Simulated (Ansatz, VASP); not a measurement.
**TiSi2: VASP beside Ansatz**

```
Ti Si
1.0
     1.77173   -6.25183    0.00000
     1.77173    6.25183    0.00000
     0.00000    0.00000    3.57512
Ti Si
2 4
Direct
  0.89681 0.10319 0.75000
  0.10319 0.89681 0.25000
  0.55914 0.44086 0.75000
  0.44086 0.55914 0.25000
  0.24983 0.75017 0.75000
  0.75017 0.24983 0.25000
```

Change from the starting cell: volume 13.200 Å^3 an atom, stretch along b over the lengths across it, relative to the relaxed cell 0.9230.

Alike in both runs: task single point; functional PBE; k mesh 12 × 12 × 12; occupations gaussian, width 0.15 eV; no spin polarisation.

|  | VASP | Ansatz |
| --- | --- | --- |
| version | VASP 6.6.1 | Ansatz 0.2.0 |
| potentials or method | VASP PAW PBE potentials, release 64 (Ti_sv, Si), cutoff 520 eV | scalar-relativistic, plane waves, PAW |
| valence electrons in the cell | 40 | 40 |

|  | VASP | Ansatz | Ansatz less VASP |
| --- | --- | --- | --- |
| gap on the k mesh at the Fermi level (eV) | none | none | - |
| pressure (GPa) | 12.7 | 12.8 | +0.07 |
| traceless stress, the component that is largest in VASP (GPa) | 12.35 | 12.37 | +0.024 |
| rms of the force components (eV/Å) | 0.424 | 0.427 | +0.0029 |

Atom by atom the forces differ by 0.004 eV/Å (rms over components). A gap of «none» marks a metal or a gap that the smearing closes. The functional is the same, so the differences come from potentials, cutoffs and numerics.
